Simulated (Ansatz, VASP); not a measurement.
# Two plane-wave programs on Ba2NF

INCAR

```
ALGO = Normal
EDIFF = 1E-7
ENCUT = 520
ISIF = 2
ISMEAR = 0
LASPH = T
LCHARG = F
LREAL = F
LWAVE = F
NBANDS = 24
NELM = 100
PREC = Accurate
SIGMA = 0.05
```

File KPOINTS:

```
k-points
0
Gamma
  9 9 9
```

POSCAR

```
Ba2NF
1.0
    1.8499566304      1.0680729585      6.6751031400
   -1.8499566304      1.0680729585      6.6751031400
    0.0000000000     -2.1361459170      6.6751031400
Ba N F
2 1 1
Direct
    0.7576400200      0.7576400200      0.7576400200
    0.2423599800      0.2423599800      0.2423599800
    0.5000000000      0.5000000000      0.5000000000
    0.0000000000      0.0000000000      0.0000000000
```

Input for Ansatz:

```yaml
crystal:
  lattice:
    - [1.8499566304, 1.0680729585, 6.67510314]
    - [-1.8499566304, 1.0680729585, 6.67510314]
    - [0.0, -2.136145917, 6.67510314]
  atoms:
    - { symbol: Ba, position: [0.75764002, 0.75764002, 0.75764002] }
    - { symbol: Ba, position: [0.24235998, 0.24235998, 0.24235998] }
    - { symbol: "N", position: [0.5, 0.5, 0.5] }
    - { symbol: F, position: [0.0, 0.0, 0.0] }
basis:
  ecutwfc: 420
kpoints:
  mp_grid: { grid: [9, 9, 9] }
hamiltonian:
  xc: lda
scf:
  occupations: { method: gaussian, width: 0.05 }
output:
  forces: true
  stress: true
  eigenvalues: true
```

Change from the starting cell: strain -0.080 along x and y, +0.000 along z, atoms carried along.

Alike in both runs: task single point; functional LDA; k mesh 9 × 9 × 9; occupations gaussian, width 0.05 eV; no spin polarisation.

|  | VASP | Ansatz |
| --- | --- | --- |
| version | VASP 6.6.1 | Ansatz 0.2.0 |
| potentials or method | VASP PAW LDA potentials, release 64 (Ba_sv, N, F), cutoff 520 eV | scalar-relativistic, plane waves, PAW |
| valence electrons in the cell | 32 | 32 |

```csv
,VASP,Ansatz,Ansatz less VASP
gap on the k mesh at the Fermi level (eV),0.71,0.74,+0.037
least direct gap on the mesh (eV),0.77,0.79,+0.025
pressure (GPa),8.6,6.1,-2.48
"traceless stress, the component that is largest in VASP (GPa)",-2.61,-2.60,+0.008
rms of the force components (eV/Å),0.185,0.088,-0.0974
```

LDA's correlation is that of Perdew and Zunger in VASP and of Perdew and Wang (1992) in Ansatz. Atom by atom the forces differ by 0.097 eV/Å (rms over components).

Spin-orbit coupling is off throughout.
